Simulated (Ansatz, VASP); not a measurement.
# In in VASP and in Ansatz

```
CELL_PARAMETERS angstrom
5.57505 0.00000 0.00000
-2.78753 4.82814 0.00000
0.00000 0.00000 3.41775
ATOMIC_POSITIONS crystal
In 0.00000 0.00000 0.00000
In 0.33333 0.66667 0.50000
In 0.66667 0.33333 0.50000
```

Alike in both runs: task single point; functional PBEsol; k mesh 6 × 6 × 6; occupations gaussian, width 0.1 eV; no spin polarisation.

|  | VASP | Ansatz |
| --- | --- | --- |
| version | VASP 6.6.1 | Ansatz 0.2.0 |
| potentials or method | VASP PAW PBE potentials, release 64 (In_d), cutoff 500 eV | scalar-relativistic, plane waves, PAW |
| valence electrons in the cell | 39 | 39 |

```csv
,VASP,Ansatz,Ansatz less VASP
gap on the k mesh at the Fermi level (eV),none,none,-
pressure (GPa),-4.7,-4.7,+0.02
"traceless stress, the component that is largest in VASP (GPa)",-0.72,-0.71,0.000
```

VASP's potentials were made for PBE, not for PBEsol. A gap of «none» marks a metal or a gap that the smearing closes. The functional is the same, so the differences come from potentials, cutoffs and numerics.
